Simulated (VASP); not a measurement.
Li:

```xyz
8
Lattice="4.5557 -2.6158 0.0000 4.5557 2.6158 0.0000 -3.9843 0.0000 9.1381" Properties=species:S:1:pos:R:3 pbc="T T T"
Li   -1.6348   -1.2201    8.7686
Li    5.6187   -0.2276    2.4817
Li    6.7620   -1.2201    0.3695
Li   -0.4915   -0.2276    6.6563
Li    2.5636   -2.5806    4.5690
Li    0.2855    1.2898    4.6872
Li    4.8417    1.2898    4.4509
Li    4.5557    0.1023    0.0000
```

The cell was generated, and may not be a known phase.

* Program: VASP 6.6.1
* Task: relaxation of cell and atoms
* Functional: PBE
* Potentials or basis: VASP PAW PBE potentials, release 64 (Li_sv)
* Cutoff: 600 eV
* k mesh: 4 × 4 × 2
* Occupations: gaussian, width 0.1 eV
* Spin: no spin polarisation

At the start: pressure 2.9 GPa; volume 27.22 Å³/atom.

Task: Where does the relaxation end?

Result: Over 58 steps the energy falls by 560.9 meV/atom and the volume is 20.08 Å³/atom (-26.2 %); space group C2 (No. 5, to 0.1 Å) before, R-3m (No. 166, to 0.1 Å).

Step by step:
```csv
step,energy change (eV),largest force (eV/Å),pressure (GPa),volume (Å³)
1,0.0000,0.5071,2.86,217.80
3,-0.7011,0.1805,0.12,284.98
5,-0.7174,0.1630,-0.09,291.57
7,-0.7828,0.1464,0.03,283.20
9,-0.7958,0.2066,0.11,277.58
11,-0.8573,0.2534,0.05,277.28
13,-1.0758,0.6728,-0.36,274.84
15,-1.1431,0.7633,-0.44,272.41
17,-1.3377,1.2604,-0.85,261.07
19,-1.6371,1.3607,-1.05,250.24
21,-2.1386,1.6745,-0.81,203.33
23,-2.2805,1.5643,-1.17,213.57
25,-3.0086,1.0748,-0.12,180.11
27,-3.2660,0.7854,-0.53,183.20
29,-3.5395,0.6441,0.52,163.32
31,-3.9381,0.4012,-0.05,166.05
33,-4.0302,0.3302,0.63,157.80
35,-4.0918,0.0983,-0.19,166.87
37,-4.1147,0.0887,0.16,162.16
39,-4.1455,0.1240,-0.25,166.80
41,-4.1481,0.1512,-0.35,168.03
43,-4.1671,0.1669,-0.36,168.02
45,-4.2283,0.3011,-0.34,167.70
47,-4.2326,0.3595,-0.31,167.51
49,-4.2903,0.4187,-0.22,166.07
51,-4.3155,0.4848,-0.12,164.62
53,-4.4094,0.3021,-0.13,163.18
55,-4.4702,0.0686,0.00,160.75
57,-4.4836,0.0518,0.01,160.44
58,-4.4875,0.0303,-0.02,160.64
```

Final structure:
```xyz
8
Lattice="4.2643 -2.4888 0.2674 4.2643 2.4888 0.2674 -3.5053 0.0000 7.3482" Properties=species:S:1:pos:R:3 pbc="T T T"
Li    2.7208   -1.2696    1.1036
Li    1.2104    1.2157    1.9895
Li    2.3026   -1.2696    6.7794
Li    3.8130    1.2157    5.8936
Li    2.5117   -1.2436    3.9415
Li    1.0389    1.2288    4.8138
Li    3.9845    1.2288    3.0693
Li    0.7591    1.2132    7.6156
```

Caveat: the cutoff is under 1.25 times the usual one of these potentials, so pressure, stress and relaxed cells hold a basis-set (Pulay) error; the volume moved by over 15 % at a fixed basis, so the end points are rough.
